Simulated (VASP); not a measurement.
# Sb (R-3m) in VASP: notebook, part 2 of 2

VASP 6.6.1.

## (4) Single point, PBEsol

This run uses another cell than the first one, of 29.82 Å³/atom.

Input file INCAR:

```
PREC = Accurate
ENCUT = 520
EDIFF = 1E-6
ISMEAR = 0
SIGMA = 0.1
LREAL = F
LASPH = T
NELM = 100
ALGO = Normal
ISIF = 2
LWAVE = F
LCHARG = F
GGA = PS
NBANDS = 12
```

Input file KPOINTS:

```
regular mesh
0
Gamma
  12 12 12
```

Input file POSCAR:

```
Sb
1.0
    2.1610267024      1.2476693484      3.6868246410
   -2.1610267024      1.2476693484      3.6868246410
    0.0000000000     -2.4953386967      3.6868246410
Sb
2
Direct
    0.2356859576      0.2356859576      0.2356859576
    0.7643140424      0.7643140424      0.7643140424
```

The run is started by

```console
$ cat potpaw_PBE.64/Sb/POTCAR > POTCAR
$ mpirun -np 1 vasp_std > vasp.out
```

Run time: 1.8 min. Hardware: 1 thread of Intel Xeon Platinum 8375C at 2.90GHz (Ice Lake), shared host; peak memory 0.28 GiB.

It converged, with:

| Property | Result |
| --- | --- |
| Free energy | -9.1177 eV |
| Pressure | 0.2 GPa |
| Largest force | 0.050 eV/Å |
| Band gap on the k mesh | zero (bands 5 and 6 overlap by 0.27 eV) |

Forces in eV/Å, atoms in the order of the input:
```
Sb   0.000  0.000  0.050
Sb   0.000  0.000 -0.050
```

Levels at points of the mesh, in eV from the Fermi level:
```tsv
k point	band 1	band 2	band 3	band 4	band 5	band 6	band 7	band 8	band 9	band 10
(0.00, 0.00, 0.00)	-12.71	-4.66	-1.92	-1.77	-1.77	2.34	2.86	2.86	4.99	4.99
(0.50, 0.00, 0.00)	-10.29	-9.66	-1.74	-1.56	-0.25	-0.15	0.26	0.37	7.83	8.54
(0.50, 0.50, 0.00)	-10.29	-7.86	-5.52	-3.72	-3.68	1.59	5.11	5.53	7.16	8.87
(0.50, 0.50, 0.50)	-10.98	-9.08	-1.22	-1.22	-0.46	0.02	0.02	1.01	7.27	8.86
```

Caveat: the PAW data sets were made with another functional, which shifts forces and pressure a little; spin-orbit coupling is left out, which moves the levels of the heavy elements.

## (5) Relaxation of cell and atoms, PBEsol

This run uses another cell than the first one, of 29.82 Å³/atom.

Input file INCAR:

```
ALGO     = Normal         # electronic algorithm
EDIFF    = 1E-6           # SCF threshold, eV
EDIFFG   = -0.001         # ionic threshold
ENCUT    = 600            # plane-wave cutoff, eV
GGA      = PS             # functional
IBRION   = 2              # ionic algorithm
ISIF     = 3              # what is computed and relaxed
ISMEAR   = -1             # smearing method
LASPH    = T              # aspherical terms in the spheres
LCHARG   = F              # write CHGCAR
LREAL    = F              # projectors in reciprocal space
LWAVE    = F              # write WAVECAR
NELM     = 80             # most SCF steps
NSW      = 80             # ionic steps
PREC     = Accurate       # precision mode
SIGMA    = 0.15           # smearing width, eV
```

Input file KPOINTS:

```
k-points
0
Gamma
  12 12 12
```

POSCAR is that of step 4.

The run is started by

```console
$ cat potpaw_PBE.64/Sb/POTCAR > POTCAR
$ mpirun -np 1 vasp_std > vasp.out
```

Wall time 18 min (1 thread of Intel Xeon Platinum 8375C at 2.90GHz (Ice Lake), shared host); peak memory 0.3 GiB.

It converged, with:

* Free energy: -9.1319 eV
* Relaxed volume: 29.68 Å³/atom
* Relaxed cell: a = 4.439 Å, b = 4.439 Å, c = 4.439 Å, α = 58.23°, β = 58.23°, γ = 58.23°
* Space group after relaxing (to 0.1 Å): R-3m (No. 166)
* Energy gained by relaxing: 0.8 meV/atom
* Ionic steps: 51
* Pressure after relaxing: 0.0 GPa
* Band gap on the k mesh: zero (bands 5 and 6 overlap by 0.26 eV)

The path:
```
step  energy change (eV)  largest force (eV/Å)  pressure (GPa)  volume (Å³)
   1              0.0000                0.1034            0.16        59.64
   3             -0.0007                0.0392           -0.23        59.92
   5             -0.0014                0.0110            0.00        59.48
   7             -0.0015                0.0013           -0.02        59.43
   9             -0.0015                0.0035            0.01        59.35
  11             -0.0015                0.0024            0.01        59.33
  13             -0.0015                0.0024            0.03        59.32
  15             -0.0015                0.0040           -0.02        59.36
  17             -0.0015                0.0025            0.01        59.35
  19             -0.0015                0.0006            0.01        59.35
  21             -0.0015                0.0005            0.01        59.35
  23             -0.0015                0.0003           -0.02        59.40
  25             -0.0015                0.0001           -0.01        59.37
  27             -0.0015                0.0002            0.00        59.36
  29             -0.0015                0.0003            0.00        59.36
  31             -0.0015                0.0010            0.00        59.37
  33             -0.0015                0.0011           -0.01        59.38
  35             -0.0015                0.0011           -0.01        59.37
  37             -0.0015                0.0011            0.00        59.37
  39             -0.0015                0.0011            0.00        59.37
  41             -0.0015                0.0011            0.00        59.37
  43             -0.0015                0.0011            0.00        59.37
  45             -0.0015                0.0011            0.00        59.37
  47             -0.0015                0.0011            0.00        59.37
  49             -0.0015                0.0011            0.00        59.37
  51             -0.0015                0.0010            0.00        59.36
```

Final structure:
```cif
data_structure
_symmetry_space_group_name_H-M 'P 1'
_symmetry_Int_Tables_number 1
_cell_length_a 4.4394
_cell_length_b 4.4394
_cell_length_c 4.4394
_cell_angle_alpha 58.229
_cell_angle_beta 58.229
_cell_angle_gamma 58.229
_cell_volume 59.36
loop_
_atom_site_label
_atom_site_type_symbol
_atom_site_fract_x
_atom_site_fract_y
_atom_site_fract_z
_atom_site_occupancy
Sb1 Sb 0.23722 0.23722 0.23722 1
Sb2 Sb 0.76278 0.76278 0.76278 1
```

Levels at points of the mesh, in eV from the Fermi level:
```
           k point  band 1  band 2  band 3  band 4  band 5  band 6  band 7  band 8  band 9
(0.00, 0.00, 0.00)  -12.66   -4.59   -1.88   -1.70   -1.70    2.54    2.96    2.96    5.00
(0.50, 0.00, 0.00)  -10.21   -9.64   -1.57   -1.43   -0.24   -0.07    0.27    0.30    7.97
(0.50, 0.50, 0.00)  -10.22   -7.75   -5.54   -3.70   -3.62    1.70    5.19    5.54    7.26
(0.50, 0.50, 0.50)  -10.83   -9.14   -1.10   -1.10   -0.32    0.01    0.01    0.98    7.45
```

Caveat: the PAW data sets were made with another functional, which shifts forces and pressure a little; spin-orbit coupling is left out, which moves the levels of the heavy elements.

## (6) Relaxation of cell and atoms, PBEsol

Input file INCAR:

```
SYSTEM = Sb
PREC = Accurate
ENCUT = 600
EDIFF = 1E-7
ISMEAR = 0
SIGMA = 0.1
LREAL = .FALSE.
LASPH = .TRUE.
NELM = 60
ALGO = Normal
ISIF = 3
LWAVE = .FALSE.
LCHARG = .FALSE.
GGA = PS
IBRION = 2
NSW = 100
EDIFFG = -0.005
```

Input file KPOINTS:

```
regular mesh
0
G
  12 12 12
  0 0 0
```

Input file POSCAR:

```
Sb
1.0
    2.1542000000      1.2437279499      3.7580000000
   -2.1542000000      1.2437279499      3.7580000000
    0.0000000000     -2.4874558998      3.7580000000
Sb
2
Direct
    0.2334900000      0.2334900000      0.2334900000
    0.7665100000      0.7665100000      0.7665100000
```

Potentials or basis: VASP PAW PBE potentials, release 64 (Sb).

The run is started by

```console
$ cat potpaw_PBE.64/Sb/POTCAR > POTCAR
$ mpirun -np 1 vasp_std > vasp.out
```

Wall time 7.5 min (1 thread of Intel Xeon Platinum 8375C at 2.90GHz (Ice Lake), shared host); peak memory 0.29 GiB.

It converged, with:

```yaml
Free_energy: -9.1181 eV
Relaxed_volume: 29.81 Å³/atom
Relaxed_cell: a = 4.447 Å, b = 4.447 Å, c = 4.447 Å, α = 58.21°, β = 58.21°, γ = 58.21°
Space_group_after_relaxing_to_0.1_Å: R-3m (No. 166)
Energy_gained_by_relaxing: 3.5 meV/atom
Ionic_steps: 11
Pressure_after_relaxing: 0.0 GPa
Largest_force_after_relaxing: 0.003 eV/Å
Band_gap_on_the_k_mesh: zero (bands 5 and 6 overlap by 0.26 eV)
```

Forces on the atoms (eV/Å):
```
Sb   0.000  0.000 -0.003
Sb   0.000  0.000  0.003
```

Step by step:
| step | energy change (eV) | largest force (eV/Å) | pressure (GPa) | volume (Å³) |
| --- | --- | --- | --- | --- |
| 1 | 0.0000 | 0.1951 | 0.23 | 60.41 |
| 2 | -0.0029 | 0.0752 | -0.43 | 60.79 |
| 3 | -0.0030 | 0.0471 | -0.59 | 60.88 |
| 4 | -0.0053 | 0.0264 | -0.37 | 60.42 |
| 5 | -0.0069 | 0.0051 | 0.03 | 59.67 |
| 6 | -0.0069 | 0.0070 | 0.05 | 59.62 |
| 7 | -0.0070 | 0.0098 | 0.00 | 59.65 |
| 8 | -0.0070 | 0.0114 | -0.04 | 59.68 |
| 9 | -0.0070 | 0.0114 | -0.04 | 59.68 |
| 10 | -0.0070 | 0.0012 | 0.02 | 59.62 |
| 11 | -0.0070 | 0.0032 | 0.01 | 59.63 |

Final structure:
```
CELL_PARAMETERS angstrom
2.16300 1.24881 3.67918
-2.16300 1.24881 3.67918
0.00000 -2.49762 3.67918
ATOMIC_POSITIONS crystal
Sb 0.23627 0.23627 0.23627
Sb 0.76373 0.76373 0.76373
```

Levels at points of the mesh, in eV from the Fermi level:
```csv
k point,band 1,band 2,band 3,band 4,band 5,band 6,band 7,band 8,band 9
"(0.00, 0.00, 0.00)",-12.69,-4.65,-1.90,-1.76,-1.76,2.40,2.88,2.88,4.98
"(0.50, 0.00, 0.00)",-10.27,-9.66,-1.68,-1.51,-0.26,-0.14,0.26,0.33,7.88
"(0.50, 0.50, 0.00)",-10.27,-7.83,-5.53,-3.71,-3.67,1.63,5.12,5.51,7.18
"(0.50, 0.50, 0.50)",-10.92,-9.10,-1.19,-1.19,-0.43,0.00,0.00,0.97,7.33
```

Caveat: the PAW data sets were made with another functional, which shifts forces and pressure a little; spin-orbit coupling is left out, which moves the levels of the heavy elements.

## (7) Overview

```tsv
task	cell	k mesh	cutoff (eV)	smearing	gap on the mesh (eV)	pressure (GPa)	relaxed volume (Å³/atom)	largest force (eV/Å)
single point	a = 4.507 Å, angles 57.1°, 2 atoms, atomic positions A	6 × 6 × 6	520	gaussian 0.1 eV	none	0.3	-	0.07
single point	a = 4.446 Å, angles 58.1°, 2 atoms, atomic positions B	12 × 12 × 12	520	fermi-dirac 0.15 eV	none	0.2	-	0.05
single point	a = 4.452 Å, angles 58.1°, 2 atoms, atomic positions C	12 × 12 × 12	520	gaussian 0.1 eV	none	0.2	-	0.05
relaxation of cell and atoms	relaxed from a = 4.452 Å, angles 58.1°, 2 atoms, atomic positions C	12 × 12 × 12	600	fermi-dirac 0.15 eV	none	0.0	29.68	-
relaxation of cell and atoms	relaxed from a = 4.507 Å, angles 57.1°, 2 atoms, atomic positions A	12 × 12 × 12	600	gaussian 0.1 eV	none	0.0	29.81	-
```

Alike in all rows: level PBEsol; potentials or basis VASP PAW PBE potentials, release 64 (Sb); no spin polarisation.

Caveats: the PAW data sets were made with another functional, which shifts forces and pressure a little; spin-orbit coupling is left out, which moves the levels of the heavy elements.

Total energies depend on the potentials used, so only differences within one code and one set of settings carry meaning.
